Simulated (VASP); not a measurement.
# ScNb (P-6m2) in VASP: a series of runs

The runs below take ScNb through single point, with PBE+U, PBE, revPBE.

All numbers are computed with VASP 6.6.1; they aren't measurements. Logs are shortened: lines on timing, memory, paths and dates and some standing lists are left out, and cuts for length are marked.

## 1. The cell of the first run

It takes space group P-6m2 (No. 187, hexagonal). The conventional cell has a = 3.066 Å, b = 3.066 Å, c = 5.072 Å, α = 90.00°, β = 90.00°, γ = 120.00°. Sc (site symmetry -6m2) has 6 Sc at 3.07 Å and 6 Nb at 3.09 Å within 4.0 Å. Nb (site symmetry -6m2) has 6 Nb at 3.07 Å and 6 Sc at 3.09 Å within 4.0 Å.

## 2. Single point, PBE+U

INCAR

```
  PREC = Accurate
  ENCUT = 520
  EDIFF = 1E-7
  ISMEAR = -1
  SIGMA = 0.051703999572871064
  LREAL = F
  LASPH = T
  NELM = 150
  ALGO = Fast
  ISIF = 2
  LWAVE = F
  LCHARG = F
  LMAXMIX = 4
  LDAU = T
  LDAUTYPE = 1
  LDAUL = -1 2
  LDAUU = 0 4.6
  LDAUJ = 0 0.64
  LDAUPRINT = 1
  GGA = PE
  NBANDS = 19
```

KPOINTS

```
regular mesh
0
Gamma
  3 3 2
```

POSCAR

```
ScNb
1.0
    3.0656443612      0.0000000000      0.0000000000
   -1.5328221806      2.6549258957      0.0000000000
    0.0000000000      0.0000000000      5.0721940000
Sc Nb
1 1
Direct
    0.0000000000      0.0000000000      0.0000000000
    0.3333333333      0.6666666667      0.5000000000
```

Potentials or basis: VASP PAW PBE potentials, release 64 (Sc_sv, Nb_sv).

Command:

```
$ cat potpaw_PBE.64/Sc_sv/POTCAR potpaw_PBE.64/Nb_sv/POTCAR > POTCAR
$ mpirun -np 1 vasp_std > vasp.out
```

OUTCAR:

```text
PREC = Accurate
   ENCUT = 520
   EDIFF = 1E-7
   ISMEAR = -1
   LREAL = F
   LASPH = T
   NELM = 150
   ISIF = 2
   GGA = PE

 ion  position               nearest neighbor table
   1  0.000  0.000  0.000-   2 3.09   2 3.09   2 3.09   2 3.09   2 3.09   2 3.09
   2  0.333  0.667  0.500-   1 3.09   1 3.09   1 3.09   1 3.09   1 3.09   1 3.09

  LATTYP: Found a hexagonal cell.
 ALAT       =     3.0656443612
 C/A-ratio  =     1.6545278585

  Lattice vectors:

 A1 = (   3.0656443612,   0.0000000000,   0.0000000000)
 A2 = (  -1.5328221806,   2.6549258957,   0.0000000000)
 A3 = (   0.0000000000,   0.0000000000,   5.0721940000)

Analysis of symmetry for initial positions (statically):
=====================================================================
 Subroutine PRICEL returns:
 Original cell was already a primitive cell.

 Routine SETGRP: Setting up the symmetry group for a
 hexagonal supercell.

 Subroutine GETGRP returns: Found 12 space group operations
 (whereof 12 operations were pure point group operations)
 out of a pool of 24 trial point group operations.

The static configuration has the point symmetry D_3h.

Analysis of symmetry for dynamics (positions and initial velocities):
=====================================================================
 Subroutine PRICEL returns:
 Original cell was already a primitive cell.

 Routine SETGRP: Setting up the symmetry group for a
 hexagonal supercell.

 Subroutine GETGRP returns: Found 12 space group operations
 (whereof 12 operations were pure point group operations)
 out of a pool of 24 trial point group operations.

The dynamic configuration has the point symmetry D_3h.

 Subroutine INISYM returns: Found 12 space group operations
 (whereof 12 operations are pure point group operations),
 and found     1 'primitive' translations

----------------------------------------------------------------------------------------

                                     Primitive cell

  volume of cell :      41.2829

  direct lattice vectors                    reciprocal lattice vectors
     3.065644361  0.000000000  0.000000000     0.326195697  0.188329174  0.000000000
    -1.532822181  2.654925896  0.000000000     0.000000000  0.376658347  0.000000000
     0.000000000  0.000000000  5.072194000     0.000000000  0.000000000  0.197153342

  length of vectors
     3.065644361  3.065644361  5.072194000     0.376658347  0.376658347  0.197153342

  position of ions in fractional coordinates (direct lattice)
     0.000000000  0.000000000  0.000000000
     0.333333333  0.666666667  0.500000000

  ion indices of the primitive-cell ions
   primitive index   ion index
                 1           1
                 2           2

----------------------------------------------------------------------------------------

 KPOINTS: regular mesh

Automatic generation of k-mesh.
 Grid dimensions read from file:
 generate k-points for:    3    3    2

 Generating k-lattice:

  Cartesian coordinates                     Fractional coordinates (reciprocal lattice)
     0.108731899  0.062776391  0.000000000     0.333333333 -0.000000000  0.000000000
     0.000000000  0.125552782  0.000000000     0.000000000  0.333333333  0.000000000
     0.000000000  0.000000000  0.098576671     0.000000000  0.000000000  0.500000000

  Length of vectors
     0.125552782  0.125552782  0.098576671

  Shift w.r.t. Gamma in fractional coordinates (k-lattice)
     0.000000000  0.000000000  0.000000000

 Subroutine IBZKPT returns following result:
 ===========================================

 Found      6 irreducible k-points:

 Following reciprocal coordinates:
            Coordinates               Weight
  0.000000  0.000000  0.000000      1.000000
  0.333333 -0.000000  0.000000      6.000000
  0.333333  0.333333  0.000000      2.000000
  0.000000  0.000000  0.500000      1.000000
  0.333333 -0.000000  0.500000      6.000000
  0.333333  0.333333  0.500000      2.000000
   k-points           NKPTS =      6   k-points in BZ     NKDIM =      6   number of bands    NBANDS=     19
   number of dos      NEDOS =    301   number of ions     NIONS =      2
   total plane-waves  NPLWV =  23040
   dimension x,y,z NGX =    24 NGY =   24 NGZ =   40
   dimension x,y,z NGXF=    48 NGYF=   48 NGZF=   80
   ions per type =               1   1
   NGX,Y,Z   is equivalent  to a cutoff of  13.01, 13.01, 13.11 a.u.
   NGXF,Y,Z  is equivalent  to a cutoff of  26.03, 26.03, 26.22 a.u.
 SYSTEM =  unknown system
   PREC   = accura    normal or accurate (medium, high low for compatibility)
   ISTART =      0    job   : 0-new  1-cont  2-samecut
   ICHARG =      2    charge: 1-file 2-atom 10-const
   ISPIN  =      1    spin polarized calculation?
   LNONCOLLINEAR =      F non collinear calculations
   LSORBIT =      F    spin-orbit coupling
   LASPH  =      T    aspherical Exc in radial PAW
   ENCUT  =  520.0 eV  38.22 Ry    6.18 a.u.   5.70  5.70  9.43*2*pi/ulx,y,z
   NELM   =    150;   NELMIN=  2; NELMDL= -5     # of ELM steps
   EDIFF  = 0.1E-06   stopping-criterion for ELM
   LREAL  =      F    real-space projection
   EDIFFG = 0.1E-05   stopping-criterion for IOM
   NSW    =      0    number of steps for IOM
   IBRION =     -1    ionic relax: 0-MD 1-quasi-New 2-CG
   NFREE  =      0    steps in history (QN), initial steepest desc. (CG)
   ISIF   =      2    stress and relaxation
   ISYM   =      2    0-nonsym 1-usesym 2-fastsym
   POTIM  = 0.5000    time-step for ionic-motion
   TEBEG  =    0.0;   TEEND  =   0.0 temperature during run
   PSTRESS=    0.0 pullay stress
   NELECT =      24.0000    total number of electrons
   NUPDOWN=      -1.0000    fix difference up-down
   EMIN   =  10.00;   EMAX   =-10.00  energy-range for DOS
   EFERMI =   0.00;   METHOD = LEGACY
   ISMEAR =    -1;   SIGMA  =   0.05  broadening in eV -4-tet -1-fermi 0-gaus
   EFERMI_NEDOS =   21; number of points for ismear=-14 and -15
   IALGO  =     68    algorithm
   IMIX   =      4    mixing-type and parameters
     AMIX     =   0.40;   BMIX     =  1.00
     AMIX_MAG =   1.60;   BMIX_MAG =  1.00
  volume/ion in A,a.u.               =      20.64       139.30
  Fermi-wavevector in a.u.,A,eV,Ry     =   1.366329  2.581987 25.400097  1.866854
  Thomas-Fermi vector in A             =   2.492479
   LORBIT       =      0    0 simple, 1 ext, 2 COOP (PROOUT), +10 PAW based schemes
 LDA+U is selected, type is set to LDAUTYPE =  1
   angular momentum for each species LDAUL =    -1    2
   U (eV)           for each species LDAUU =   0.0  4.6
   J (eV)           for each species LDAUJ =   0.0  0.6
   GGA     = PE    functional components
   LHFCALC =     F    Hartree Fock is set to
   AEXX    =    0.0000 exact exchange contribution
   IVDW    =     0    specifies the selected vdW correction
   LEPSILON=     F    determine dielectric tensor
   LRPA    =     F    only Hartree local field effects (RPA)
 non-spin polarized calculation
 RMM-DIIS sequential band-by-band and
  energy-cutoff  :      520.00
  volume of cell :       41.28
 maximum number of plane-waves:      1116
 NGX is ok and might be reduce to    24
   NGX = 11   NGY = 11   NGZ = 19

atom =   2  type =  2  l = 2

 onsite density matrix

spin component  1

  0.2031 -0.0000  0.0000  0.0000  0.0000
 -0.0000  0.1917  0.0000  0.0000 -0.0000
  0.0000  0.0000  0.2596 -0.0000 -0.0000
  0.0000  0.0000 -0.0000  0.1917 -0.0000
  0.0000 -0.0000 -0.0000 -0.0000  0.2031

spin component  2

  0.2031 -0.0000  0.0000  0.0000  0.0000
 -0.0000  0.1917  0.0000  0.0000 -0.0000
  0.0000  0.0000  0.2596 -0.0000 -0.0000
  0.0000  0.0000 -0.0000  0.1917 -0.0000
  0.0000 -0.0000 -0.0000 -0.0000  0.2031

 occupancies and eigenvectors

  o =  0.1917  v =  0.0000  1.0000  0.0000  0.0000 -0.0000  0.0000  0.0000  0.0000  0.0000  0.0000      0.0000  0.0000  0.0000  0.0000  0.0000  0.0000  0.0000  0.0000  0.0000  0.0000
  o =  0.1917  v =  0.0000  0.0000  0.0000  0.0000  0.0000  0.0000  1.0000  0.0000  0.0000 -0.0000      0.0000  0.0000  0.0000  0.0000  0.0000  0.0000  0.0000  0.0000  0.0000  0.0000
  o =  0.1917  v =  0.0000  0.0000  0.0000 -1.0000  0.0000  0.0000  0.0000  0.0000  0.0000  0.0000      0.0000  0.0000  0.0000  0.0000  0.0000  0.0000  0.0000  0.0000  0.0000  0.0000
  o =  0.1917  v =  0.0000  0.0000  0.0000  0.0000  0.0000  0.0000  0.0000  0.0000 -1.0000  0.0000      0.0000  0.0000  0.0000  0.0000  0.0000  0.0000  0.0000  0.0000  0.0000  0.0000
  o =  0.2031  v =  1.0000  0.0000  0.0000  0.0000  0.0000  0.0000  0.0000  0.0000  0.0000  0.0000      0.0000  0.0000  0.0000  0.0000  0.0000  0.0000  0.0000  0.0000  0.0000  0.0000
  o =  0.2031  v =  0.0000  0.0000  0.0000  0.0000  0.0000  1.0000  0.0000  0.0000  0.0000  0.0000      0.0000  0.0000  0.0000  0.0000  0.0000  0.0000  0.0000  0.0000  0.0000  0.0000
  o =  0.2031  v =  0.0000  0.0000  0.0000  0.0000  0.0000  0.0000 -0.0000 -0.0000  0.0000 -1.0000      0.0000  0.0000  0.0000  0.0000  0.0000  0.0000  0.0000  0.0000  0.0000  0.0000
  o =  0.2031  v =  0.0000 -0.0000 -0.0000  0.0000 -1.0000  0.0000  0.0000  0.0000  0.0000  0.0000      0.0000  0.0000  0.0000  0.0000  0.0000  0.0000  0.0000  0.0000  0.0000  0.0000
  o =  0.2596  v =  0.0000  0.0000  0.0000  0.0000  0.0000  0.0000  0.0000 -1.0000 -0.0000  0.0000      0.0000  0.0000  0.0000  0.0000  0.0000  0.0000  0.0000  0.0000  0.0000  0.0000
  o =  0.2596  v =  0.0000  0.0000 -1.0000 -0.0000  0.0000  0.0000  0.0000  0.0000  0.0000  0.0000      0.0000  0.0000  0.0000  0.0000  0.0000  0.0000  0.0000  0.0000  0.0000  0.0000

 number of electron      24.0000000 magnetization

 Free energy of the ion-electron system (eV)
  ---------------------------------------------------
  ext. energy  EPLUGINS =         0.00000000
  ---------------------------------------------------
  free energy    TOTEN  =       -12.68114708 eV

  energy without entropy =      -12.66356999  energy(sigma->0) =      -12.67235853

 E-fermi :   7.4041     XC(G=0): -11.2403

 val. band max:        7.3115050132   @ k =   0.3333  -0.0000   0.5000
 cond. band min:       7.8120619432   @ k =   0.3333  -0.0000   0.5000
 fundamental gap:      0.5005569300
 Fermi energy:         7.4041077063

 k-point     1 :       0.0000    0.0000    0.0000
  band No.  band energies     occupation
      1     -48.1949      2.00000
      2     -41.4589      2.00000
      3     -24.2092      2.00000
      4     -23.8207      2.00000
      5     -23.8207      2.00000
      6     -20.0644      2.00000
[... 11 lines left out ...]
     18       9.9141      0.00000
     19      11.7491      0.00000
[... 93 lines left out ...]
      3     -24.3048      2.00000
      4     -24.2946      2.00000
      5     -24.0757      2.00000
      6     -20.2258      2.00000
[... 11 lines left out ...]
     18      11.8939      0.00000
     19      14.7529      0.00000

------------------------ aborting loop because EDIFF is reached ----------------------------------------

  FORCE on cell =-STRESS in cart. coord.  units (eV):
  Direction    XX          YY          ZZ          XY          YZ          ZX
  --------------------------------------------------------------------------------------
  -------------------------------------------------------------------------------------
  Total        0.6519100      0.6519100      0.0001732      0.0000000      0.0000000      0.0000000
  in kB       25.3004483     25.3004483      0.0067208      0.0000000      0.0000000      0.0000000
  external PRESSURE =      16.8692058 kB  Pullay stress =       0.0000000 kB

 VOLUME and BASIS-vectors are now :
 -----------------------------------------------------------------------------
  energy-cutoff  :      520.00
  volume of cell :       41.28
      direct lattice vectors                 reciprocal lattice vectors
     3.065644361  0.000000000  0.000000000     0.326195697  0.188329174  0.000000000
    -1.532822181  2.654925896  0.000000000     0.000000000  0.376658347  0.000000000
     0.000000000  0.000000000  5.072194000     0.000000000  0.000000000  0.197153342

 POSITION                                       TOTAL-FORCE (eV/Angst)
 -----------------------------------------------------------------------------------
      0.00000      0.00000      0.00000         0.000000     -0.000000      0.000000
     -0.00000      1.76995      2.53610        -0.000000      0.000000      0.000000
 -----------------------------------------------------------------------------------
    total drift:                                0.000000     -0.000000     -0.000000

  FREE ENERGIE OF THE ION-ELECTRON SYSTEM (eV)
  ---------------------------------------------------
  free  energy   TOTEN  =       -12.6811470776 eV

  energy  without entropy=      -12.6635699888  energy(sigma->0) =      -12.67235853
```

Run time: 46 s. Hardware: 1 thread of AMD EPYC 7R43 (Zen 3), shared host; peak memory 0.12 GiB.

Results:

```yaml
Free_energy: -12.6811 eV
Pressure: 1.7 GPa
Band_gap_on_the_k_mesh: zero (band 12 reaches 8.11 eV, above the bottom of band 13 at 6.92 eV)
```

Levels at points of the mesh, in eV from the Fermi level:
| k point | band 8 | band 9 | band 10 | band 11 | band 12 | band 13 | band 14 | band 15 | band 16 | band 17 |
| --- | --- | --- | --- | --- | --- | --- | --- | --- | --- | --- |
| (0.00, 0.00, 0.00) | -27.24 | -5.94 | -2.89 | 0.61 | 0.71 | 0.71 | 1.16 | 2.20 | 2.20 | 2.51 |
| (0.00, 0.00, 0.50) | -27.24 | -4.73 | -3.72 | -0.56 | 0.58 | 0.58 | 0.87 | 1.65 | 1.65 | 3.68 |

Eigenvalues of the final occupation matrices:
```csv
site,spin,trace,eigenvalues
site 2 d,1,1.05,0.19 0.19 0.20 0.20 0.26
site 2 d,2,1.05,0.19 0.19 0.20 0.20 0.26
```

Caveat: the k points lie up to 0.79 Å⁻¹ apart; U without spin polarisation on a metal has little footing; the U is typed as a test and isn't derived for this compound.

## 3. Single point, PBE, collinear spin, antiferromagnetic start

INCAR

```
PREC = Accurate ; ENCUT = 520
EDIFF = 1E-6 ; ISMEAR = 0
SIGMA = 0.1 ; LREAL = False
LASPH = True ; NELM = 150
ALGO = Normal ; ISIF = 2
LWAVE = False ; LCHARG = False
ISPIN = 2 ; MAGMOM = -3 3
LORBIT = 11 ; LMAXMIX = 4
GGA = PE ; NBANDS = 23
```

KPOINTS

```
Automatic mesh
0
Gamma
  3 3 1
```

POSCAR is that of step 2.

Potentials or basis: VASP PAW PBE potentials, release 64 (Sc_sv, Nb_sv).

Command:

```
$ cat potpaw_PBE.64/Sc_sv/POTCAR potpaw_PBE.64/Nb_sv/POTCAR > POTCAR
$ mpirun -np 1 vasp_std > vasp.out
```

Run time: 15 s. Hardware: 1 thread of AMD EPYC 7R43 (Zen 3), shared host; peak memory 0.14 GiB.

Results (log left out):

```
Free energy                                           : -16.5188 eV
Pressure                                              : -1.5 GPa
Band gap on the k mesh                                : zero (filled and empty bands overlap)
Net moment                                            : 0.00 μB per cell
Valence electrons inside the program's atomic spheres : Sc 9.50; Nb 10.56
```

Stress tensor (GPa, compression positive):
```
 10.67   0.00   0.00
  0.00  10.67   0.00
  0.00   0.00 -25.92
```

Levels at points of the mesh, in eV from the Fermi level:
Spin up:
| k point | band 8 | band 9 | band 10 | band 11 | band 12 | band 13 | band 14 | band 15 | band 16 | band 17 |
| --- | --- | --- | --- | --- | --- | --- | --- | --- | --- | --- |
| (0.00, 0.00, 0.00) | -27.67 | -5.82 | -3.01 | 0.42 | 0.42 | 0.65 | 0.80 | 1.85 | 1.85 | 2.05 |
Spin down:
```tsv
k point	band 8	band 9	band 10	band 11	band 12	band 13	band 14	band 15	band 16	band 17
(0.00, 0.00, 0.00)	-27.67	-5.82	-3.01	0.42	0.42	0.65	0.80	1.85	1.85	2.05
```

Caveat: the k points lie up to 1.24 Å⁻¹ apart.

## 4. Single point, PBE

INCAR

```
ALGO = Fast
EDIFF = 1E-6
ENCUT = 520
GGA = PE
ISIF = 2
ISMEAR = 0
LASPH = T
LCHARG = F
LREAL = F
LWAVE = F
NBANDS = 19
NELM = 100
PREC = Accurate
SIGMA = 0.1
```

KPOINTS

```
k-points
0
Gamma
  6 6 4
```

Edit POSCAR of step 3 so:

```diff
@@ -9,2 +9,2 @@
     0.0000000000      0.0000000000      0.0000000000
-    0.3333333333      0.6666666667      0.5000000000
+    0.3333333300      0.6666666700      0.5000000000
```

Command:

```
$ cat potpaw_PBE.64/Sc_sv/POTCAR potpaw_PBE.64/Nb_sv/POTCAR > POTCAR
$ mpirun -np 1 vasp_std > vasp.out
```

Wall time 59 s (1 thread of AMD EPYC 7R43 (Zen 3), shared host); peak memory 0.13 GiB.

Results (log left out):

* Free energy: -16.0540 eV
* Pressure: -0.4 GPa
* Band gap on the k mesh: zero (band 12 reaches 7.80 eV, above the bottom of band 13 at 6.82 eV)

Stress tensor (GPa, compression positive):
```
-0.88  0.00  0.00
 0.00 -0.88  0.00
 0.00  0.00  0.42
```

Levels at points of the mesh, in eV from the Fermi level:
| k point | band 8 | band 9 | band 10 | band 11 | band 12 | band 13 | band 14 | band 15 | band 16 | band 17 |
| --- | --- | --- | --- | --- | --- | --- | --- | --- | --- | --- |
| (0.00, 0.00, 0.00) | -27.38 | -5.67 | -2.84 | 0.59 | 0.59 | 0.80 | 1.04 | 2.09 | 2.09 | 2.22 |
| (0.50, 0.00, 0.00) | -27.50 | -2.76 | -2.04 | -1.76 | -0.16 | 0.86 | 0.92 | 1.57 | 4.43 | 4.57 |
| (0.00, 0.00, 0.50) | -27.38 | -4.30 | -3.70 | -0.65 | 0.47 | 0.47 | 0.86 | 1.48 | 1.48 | 3.38 |
| (0.50, 0.00, 0.50) | -27.50 | -2.77 | -2.66 | -1.06 | -0.31 | 1.67 | 1.74 | 1.75 | 2.89 | 4.50 |

Caveat: the k points lie up to 0.39 Å⁻¹ apart.

(Part 1 of 2 ends here.)
